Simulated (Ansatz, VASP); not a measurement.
**One calculation of SiO2, two programs**

```xyz
6
Lattice="5.0289 0.0000 0.0000 0.5459 4.9992 0.0000 -2.7874 -2.4996 3.3574" Properties=species:S:1:pos:R:3 pbc="T T T"
Si    0.0000    0.0000    0.0000
Si    2.5144    0.0000    1.6787
O     2.9275    0.9414    2.9323
O     0.9807    0.3084    1.2536
O     3.4951    0.3084    0.4251
O     2.6545   -1.5582    2.1038
```

Alike in both runs: task single point; functional PBEsol; k mesh 4 × 4 × 4; no spin polarisation.

|  | VASP | Ansatz |
| --- | --- | --- |
| version | VASP 6.6.1 | Ansatz 0.2.0 |
| potentials or method | VASP PAW PBE potentials, release 64 (Si, O) | plane waves, PAW |
| plane-wave cutoff (eV) | 520 | 420 |
| occupations | gaussian, width 0.01 eV | fixed |
| valence electrons in the cell | 32 | 32 |

```tsv
	VASP	Ansatz	Ansatz less VASP
pressure (GPa)	1.6	1.1	-0.57
traceless stress, the component that is largest in VASP (GPa)	-0.96	-1.01	-0.053
```

VASP's potentials were made for PBE, not for PBEsol.

The k mesh is coarse, so the values compare programs but aren't converged.
